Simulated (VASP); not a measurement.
# PPt (P6_3mc) in VASP: further runs

The runs below take PPt through single point, with PBE.

Everything below comes from runs of VASP 6.6.1. Logs are shortened: lines on timing, memory, paths and dates and some standing lists are left out, and cuts for length are marked.

## 1. The cell of the first run

The structure is hexagonal, space group P6_3mc (No. 186). The conventional cell has a = 3.709 Å, b = 3.709 Å, c = 6.297 Å, α = 90.00°, β = 90.00°, γ = 120.00°. P (site symmetry 3m) has 4 Pt at 2.30 to 2.32 Å within 3.0 Å. Pt (site symmetry 3m) has 4 P at 2.30 to 2.32 Å within 3.0 Å.

## 2. Single point, PBE

INCAR

```
PREC = Accurate
ENCUT = 520
EDIFF = 1E-7
ISMEAR = -1
SIGMA = 0.15
LREAL = False
LASPH = True
NELM = 60
ALGO = Normal
ISIF = 2
LWAVE = False
LCHARG = False
GGA = PE
NBANDS = 23
```

KPOINTS

```
Automatic mesh
0
Gamma
  7 7 4
```

POSCAR

```
PPt
1.0
    3.7094564337      0.0000000000      0.0000000000
   -1.8547282169      3.2124831738      0.0000000000
    0.0000000000      0.0000000000      6.2967556881
P Pt
2 2
Direct
    0.6666666667      0.3333333333      0.5031030000
    0.3333333333      0.6666666667      0.0031030000
    0.6666666667      0.3333333333      0.8718990000
    0.3333333333      0.6666666667      0.3718990000
```

Potentials or basis: VASP PAW PBE potentials, release 64 (P, Pt).

Run with:

```console
$ cat potpaw_PBE.64/P/POTCAR potpaw_PBE.64/Pt/POTCAR > POTCAR
$ mpirun -np 1 vasp_std > vasp.out
```

OUTCAR:

```text
PREC = Accurate
   ENCUT = 520
   EDIFF = 1E-7
   ISMEAR = -1
   LREAL = False
   LASPH = True
   NELM = 60
   ISIF = 2
   GGA = PE

 ion  position               nearest neighbor table
   1  0.667  0.333  0.503-   4 2.30   4 2.30   4 2.30   3 2.32
   2  0.333  0.667  0.003-   3 2.30   3 2.30   3 2.30   4 2.32
   3  0.667  0.333  0.872-   2 2.30   2 2.30   2 2.30   1 2.32
   4  0.333  0.667  0.372-   1 2.30   1 2.30   1 2.30   2 2.32

  LATTYP: Found a hexagonal cell.
 ALAT       =     3.7094564337
 C/A-ratio  =     1.6974874353

  Lattice vectors:

 A1 = (   3.7094564337,   0.0000000000,   0.0000000000)
 A2 = (  -1.8547282169,   3.2124831738,   0.0000000000)
 A3 = (   0.0000000000,   0.0000000000,   6.2967556881)

Analysis of symmetry for initial positions (statically):
=====================================================================
 Subroutine PRICEL returns:
 Original cell was already a primitive cell.

 Routine SETGRP: Setting up the symmetry group for a
 hexagonal supercell.

 Subroutine GETGRP returns: Found 12 space group operations
 (whereof  6 operations were pure point group operations)
 out of a pool of 24 trial point group operations.

The static configuration has the point symmetry C_3v.
 The point group associated with its full space group is C_6v.

Analysis of symmetry for dynamics (positions and initial velocities):
=====================================================================
 Subroutine PRICEL returns:
 Original cell was already a primitive cell.

 Routine SETGRP: Setting up the symmetry group for a
 hexagonal supercell.

 Subroutine GETGRP returns: Found 12 space group operations
 (whereof  6 operations were pure point group operations)
 out of a pool of 24 trial point group operations.

The dynamic configuration has the point symmetry C_3v.
 The point group associated with its full space group is C_6v.

 Subroutine INISYM returns: Found 12 space group operations
 (whereof  6 operations are pure point group operations),
 and found     1 'primitive' translations

----------------------------------------------------------------------------------------

                                     Primitive cell

  volume of cell :      75.0357

  direct lattice vectors                    reciprocal lattice vectors
     3.709456434  0.000000000  0.000000000     0.269581276  0.155642839  0.000000000
    -1.854728217  3.212483174  0.000000000     0.000000000  0.311285677  0.000000000
     0.000000000  0.000000000  6.296755688     0.000000000  0.000000000  0.158811942

  length of vectors
     3.709456434  3.709456146  6.296755688     0.311285653  0.311285677  0.158811942

  position of ions in fractional coordinates (direct lattice)
     0.666666667  0.333333333  0.503103000
     0.333333333  0.666666667  0.003103000
     0.666666667  0.333333333  0.871899000
     0.333333333  0.666666667  0.371899000

  ion indices of the primitive-cell ions
   primitive index   ion index
                 1           1
                 2           2
                 3           3
                 4           4

----------------------------------------------------------------------------------------

 KPOINTS: Automatic mesh

Automatic generation of k-mesh.
 Grid dimensions read from file:
 generate k-points for:    7    7    4

 Generating k-lattice:

  Cartesian coordinates                     Fractional coordinates (reciprocal lattice)
     0.038511611  0.022234691  0.000000000     0.142857143  0.000000000  0.000000000
     0.000000000  0.044469382  0.000000000     0.000000000  0.142857143  0.000000000
     0.000000000  0.000000000  0.039702986     0.000000000  0.000000000  0.250000000

  Length of vectors
     0.044469379  0.044469382  0.039702986

  Shift w.r.t. Gamma in fractional coordinates (k-lattice)
     0.000000000  0.000000000  0.000000000

 Subroutine IBZKPT returns following result:
 ===========================================

 Found     24 irreducible k-points:

 Following reciprocal coordinates:
            Coordinates               Weight
  0.000000  0.000000  0.000000      1.000000
  0.142857  0.000000  0.000000      6.000000
  0.285714  0.000000  0.000000      6.000000
  0.428571  0.000000  0.000000      6.000000
  0.142857  0.142857  0.000000      6.000000
  0.285714  0.142857  0.000000     12.000000
[... 16 lines left out ...]
  0.428571  0.142857  0.500000      6.000000
  0.285714  0.285714  0.500000      6.000000
   k-points           NKPTS =     24   k-points in BZ     NKDIM =     24   number of bands    NBANDS=     23
   number of dos      NEDOS =    301   number of ions     NIONS =      4
   total plane-waves  NPLWV =  37632
   dimension x,y,z NGX =    28 NGY =   28 NGZ =   48
   dimension x,y,z NGXF=    56 NGYF=   56 NGZF=   96
   ions per type =               2   2
   NGX,Y,Z   is equivalent  to a cutoff of  12.55, 12.55, 12.67 a.u.
   NGXF,Y,Z  is equivalent  to a cutoff of  25.10, 25.10, 25.35 a.u.
 SYSTEM =  unknown system
   PREC   = accura    normal or accurate (medium, high low for compatibility)
   ISTART =      0    job   : 0-new  1-cont  2-samecut
   ICHARG =      2    charge: 1-file 2-atom 10-const
   ISPIN  =      1    spin polarized calculation?
   LNONCOLLINEAR =      F non collinear calculations
   LSORBIT =      F    spin-orbit coupling
   LASPH  =      T    aspherical Exc in radial PAW
   ENCUT  =  520.0 eV  38.22 Ry    6.18 a.u.   6.90  6.90 11.71*2*pi/ulx,y,z
   NELM   =     60;   NELMIN=  2; NELMDL= -5     # of ELM steps
   EDIFF  = 0.1E-06   stopping-criterion for ELM
   LREAL  =      F    real-space projection
   EDIFFG = 0.1E-05   stopping-criterion for IOM
   NSW    =      0    number of steps for IOM
   IBRION =     -1    ionic relax: 0-MD 1-quasi-New 2-CG
   NFREE  =      0    steps in history (QN), initial steepest desc. (CG)
   ISIF   =      2    stress and relaxation
   ISYM   =      2    0-nonsym 1-usesym 2-fastsym
   POTIM  = 0.5000    time-step for ionic-motion
   TEBEG  =    0.0;   TEEND  =   0.0 temperature during run
   PSTRESS=    0.0 pullay stress
   NELECT =      30.0000    total number of electrons
   NUPDOWN=      -1.0000    fix difference up-down
   EMIN   =  10.00;   EMAX   =-10.00  energy-range for DOS
   EFERMI =   0.00;   METHOD = LEGACY
   ISMEAR =    -1;   SIGMA  =   0.15  broadening in eV -4-tet -1-fermi 0-gaus
   EFERMI_NEDOS =   21; number of points for ismear=-14 and -15
   IALGO  =     38    algorithm
   IMIX   =      4    mixing-type and parameters
     AMIX     =   0.40;   BMIX     =  1.00
     AMIX_MAG =   1.60;   BMIX_MAG =  1.00
  volume/ion in A,a.u.               =      18.76       126.59
  Fermi-wavevector in a.u.,A,eV,Ry     =   1.206033  2.279072 19.789892  1.454516
  Thomas-Fermi vector in A             =   2.341712
   LORBIT       =      0    0 simple, 1 ext, 2 COOP (PROOUT), +10 PAW based schemes
   GGA     = PE    functional components
[... 5 lines left out ...]
 non-spin polarized calculation
  energy-cutoff  :      520.00
  volume of cell :       75.04
 maximum number of plane-waves:      2044
 NGX is ok and might be reduce to    28
   NGX = 13   NGY = 13   NGZ = 23

 number of electron      29.9999999 magnetization

 Free energy of the ion-electron system (eV)
  ---------------------------------------------------
  ext. energy  EPLUGINS =         0.00000000
  ---------------------------------------------------
  free energy    TOTEN  =       -24.33425349 eV

  energy without entropy =      -24.16925575  energy(sigma->0) =      -24.25175462

 E-fermi :   7.4833     XC(G=0): -10.8522

 val. band max:        7.3441755062   @ k =   0.2857   0.1429   0.5000
 cond. band min:       7.6258698452   @ k =   0.1429   0.1429   0.0000
 fundamental gap:      0.2816943391
 Fermi energy:         7.4832634380

 k-point     1 :       0.0000    0.0000    0.0000
  band No.  band energies     occupation
      1      -5.7123      2.00000
      2      -4.3529      2.00000
      3       1.2422      2.00000
      4       1.2599      2.00000
      5       1.4059      2.00000
      6       1.4059      2.00000
[... 15 lines left out ...]
     22      14.6725      0.00000
     23      14.6725      0.00000

 k-point     2 :       0.1429    0.0000    0.0000
  band No.  band energies     occupation
      1      -5.4984      2.00000
      2      -4.2218      2.00000
      3       1.1939      2.00000
      4       1.3579      2.00000
      5       1.4067      2.00000
      6       1.5072      2.00000
[... 15 lines left out ...]
     22      14.7373      0.00000
     23      14.9411      0.00000

 k-point     3 :       0.2857    0.0000    0.0000
  band No.  band energies     occupation
      1      -4.9502      2.00000
      2      -3.9435      2.00000
      3       0.8928      2.00000
      4       1.3397      2.00000
      5       1.6779      2.00000
      6       1.7786      2.00000
[... 15 lines left out ...]
     22      14.6978      0.00000
     23      15.4490      0.00000

 k-point     4 :       0.4286    0.0000    0.0000
  band No.  band energies     occupation
      1      -4.3900      2.00000
      2      -3.7778      2.00000
      3       0.8159      2.00000
      4       1.0679      2.00000
      5       1.7419      2.00000
      6       1.9926      2.00000
[... 15 lines left out ...]
     22      15.4004      0.00000
     23      15.7049      0.00000

 k-point     5 :       0.1429    0.1429    0.0000
  band No.  band energies     occupation
      1      -5.1144      2.00000
      2      -4.0174      2.00000
      3       1.0969      2.00000
      4       1.3782      2.00000
      5       1.5200      2.00000
      6       1.5620      2.00000
[... 434 lines left out ...]
 k-point    22 :       0.2857    0.1429    0.5000
  band No.  band energies     occupation
      1      -4.1532      2.00000
      2      -4.1532      2.00000
      3       0.7790      2.00000
      4       0.7790      2.00000
      5       1.8802      2.00000
      6       1.8802      2.00000
[... 15 lines left out ...]
     22      14.7781      0.00000
     23      15.8278      0.00000

 k-point    23 :       0.4286    0.1429    0.5000
  band No.  band energies     occupation
      1      -3.9483      2.00000
      2      -3.9483      2.00000
      3       0.7840      2.00000
      4       0.7840      2.00000
      5       1.9618      2.00000
      6       1.9618      2.00000
[... 15 lines left out ...]
     22      14.6630      0.00000
     23      15.7420      0.00000

 k-point    24 :       0.2857    0.2857    0.5000
  band No.  band energies     occupation
      1      -3.9016      2.00000
      2      -3.9016      2.00000
      3       1.0125      2.00000
      4       1.0125      2.00000
      5       1.7359      2.00000
      6       1.7359      2.00000
[... 15 lines left out ...]
     22      14.7143      0.00000
     23      15.4994      0.00000

------------------------ aborting loop because EDIFF is reached ----------------------------------------

  FORCE on cell =-STRESS in cart. coord.  units (eV):
  Direction    XX          YY          ZZ          XY          YZ          ZX
  --------------------------------------------------------------------------------------
  -------------------------------------------------------------------------------------
  Total        1.8355741      1.8355737      2.3551107     -0.0000000      0.0000000      0.0000000
  in kB       39.1935427     39.1935346     50.2867910     -0.0000000      0.0000000      0.0000000
  external PRESSURE =      42.8912894 kB  Pullay stress =       0.0000000 kB

 VOLUME and BASIS-vectors are now :
 -----------------------------------------------------------------------------
  energy-cutoff  :      520.00
  volume of cell :       75.04
      direct lattice vectors                 reciprocal lattice vectors
     3.709456434  0.000000000  0.000000000     0.269581276  0.155642839  0.000000000
    -1.854728217  3.212483174  0.000000000     0.000000000  0.311285677  0.000000000
     0.000000000  0.000000000  6.296755688     0.000000000  0.000000000  0.158811942

 POSITION                                       TOTAL-FORCE (eV/Angst)
 -----------------------------------------------------------------------------------
      1.85473      1.07083      3.16792        -0.000000     -0.000000      0.237662
     -0.00000      2.14166      0.01954         0.000000      0.000000      0.237662
      1.85473      1.07083      5.49013         0.000000     -0.000000     -0.237662
     -0.00000      2.14166      2.34176        -0.000000      0.000000     -0.237662
 -----------------------------------------------------------------------------------
    total drift:                               -0.000000      0.000000      0.000430

  FREE ENERGIE OF THE ION-ELECTRON SYSTEM (eV)
  ---------------------------------------------------
  free  energy   TOTEN  =       -24.3342534935 eV

  energy  without entropy=      -24.1692557515  energy(sigma->0) =      -24.25175462
```

It took 23 s on 1 thread of Intel Xeon Platinum 8488C (Sapphire Rapids), shared host; peak memory 0.2 GiB.

Results:

| Quantity | Value |
| --- | --- |
| Free energy | -24.3343 eV |
| Pressure | 4.3 GPa |
| Largest force | 0.238 eV/Å |
| Band gap on the k mesh | zero (band 15 reaches 10.25 eV, above the bottom of band 16 at 6.43 eV) |

Forces on the atoms (eV/Å):
```
P    0.000  0.000  0.238
P    0.000  0.000  0.238
Pt   0.000  0.000 -0.238
Pt   0.000  0.000 -0.238
```

Levels at points of the mesh, in eV from the Fermi level:
| k point | band 11 | band 12 | band 13 | band 14 | band 15 | band 16 | band 17 | band 18 |
| --- | --- | --- | --- | --- | --- | --- | --- | --- |
| (0.00, 0.00, 0.00) | -3.47 | -3.47 | -3.19 | 1.86 | 1.86 | 3.25 | 3.69 | 4.23 |
| (0.00, 0.00, 0.50) | -3.72 | -3.72 | -0.16 | -0.16 | 2.77 | 2.77 | 2.77 | 2.77 |

Caveat: spin-orbit coupling is left out, which moves the levels of the heavy elements.

## 3. Single point, PBE

This run uses another cell than the first one, of 19.27 Å³/atom, 1.027 times its volume.

Changes to INCAR since step 2:

```diff
@@ -2,3 +2,3 @@
 ENCUT = 520
-EDIFF = 1E-7
+EDIFF = 1E-6
 ISMEAR = -1
@@ -7,3 +7,3 @@
 LASPH = True
-NELM = 60
+NELM = 80
 ALGO = Normal
```

KPOINTS is that of step 2.

POSCAR

```
PPt
1.0
    3.7430280000      0.0000000000      0.0000000000
   -1.8715140000      3.2415570000      0.0000000000
    0.0000000000      0.0000000000      6.3537430000
P Pt
2 2
Direct
    0.6666666667      0.3333333333      0.5031030000
    0.3333333333      0.6666666667      0.0031030000
    0.6666666667      0.3333333333      0.8718990000
    0.3333333333      0.6666666667      0.3718990000
```

Potentials or basis: VASP PAW PBE potentials, release 64 (P, Pt).

Run with:

```console
$ cat potpaw_PBE.64/P/POTCAR potpaw_PBE.64/Pt/POTCAR > POTCAR
$ mpirun -np 1 vasp_std > vasp.out
```

It took 22 s on 1 thread of Intel Xeon Platinum 8488C (Sapphire Rapids), shared host; peak memory 0.2 GiB.

It converged, with:

- Free energy: -24.3644 eV
- Pressure: 0.4 GPa
- Largest force: 0.186 eV/Å
- Band gap on the k mesh: zero (band 15 reaches 9.82 eV, above the bottom of band 16 at 6.11 eV)

Forces on the atoms (eV/Å):
```
P    0.000  0.000  0.186
P    0.000  0.000  0.186
Pt   0.000  0.000 -0.186
Pt   0.000  0.000 -0.186
```

Stress tensor (GPa, compression positive):
```
0.10 0.00 0.00
0.00 0.10 0.00
0.00 0.00 0.94
```

Levels at points of the mesh, in eV from the Fermi level:
| k point | band 11 | band 12 | band 13 | band 14 | band 15 | band 16 | band 17 | band 18 |
| --- | --- | --- | --- | --- | --- | --- | --- | --- |
| (0.00, 0.00, 0.00) | -3.35 | -3.35 | -3.09 | 1.82 | 1.82 | 3.14 | 3.58 | 4.08 |
| (0.00, 0.00, 0.50) | -3.59 | -3.59 | -0.17 | -0.17 | 2.70 | 2.70 | 2.70 | 2.70 |

Caveat: spin-orbit coupling is left out, which moves the levels of the heavy elements.

(Continued in part 2 of 2.)
